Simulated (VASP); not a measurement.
A run of VASP 6.6.1:

File INCAR:

```
SYSTEM = ScPt3
ALGO = Normal
EDIFF = 1E-7
ENCUT = 520
ISIF = 2
ISMEAR = 1
LASPH = .TRUE.
LCHARG = .FALSE.
LREAL = .FALSE.
LWAVE = .FALSE.
NBANDS = 28
NELM = 80
PREC = Accurate
SIGMA = 0.05
```

KPOINTS

```
k-points
0
G
  6 6 6
  0 0 0
```

The input POSCAR:

```
ScPt3
1.0
    3.9211271942      0.0000000000      0.0000000000
    0.0000000000      3.9211271942      0.0000000000
    0.0000000000      0.0000000000      3.9211271942
Sc Pt
1 3
Direct
    0.0000000000      0.0000000000      0.0000000000
    0.0000000000      0.5000000000      0.5000000000
    0.5000000000      0.0000000000      0.5000000000
    0.5000000000      0.5000000000      0.0000000000
```

Potentials or basis: VASP PAW LDA potentials, release 64 (Sc_sv, Pt).

Run with:

```bash
$ cat potpaw_LDA.64/Sc_sv/POTCAR potpaw_LDA.64/Pt/POTCAR > POTCAR
$ mpirun -np 1 vasp_std > vasp.out
```

Hardware: 1 thread of Intel Xeon 8259CL (shared host).

Estimate the wall time of this run.

It took 46 s on 1 thread of Intel Xeon 8259CL (shared host), peak memory 0.17 GiB. Counts: scf iterations 13, k points 20.
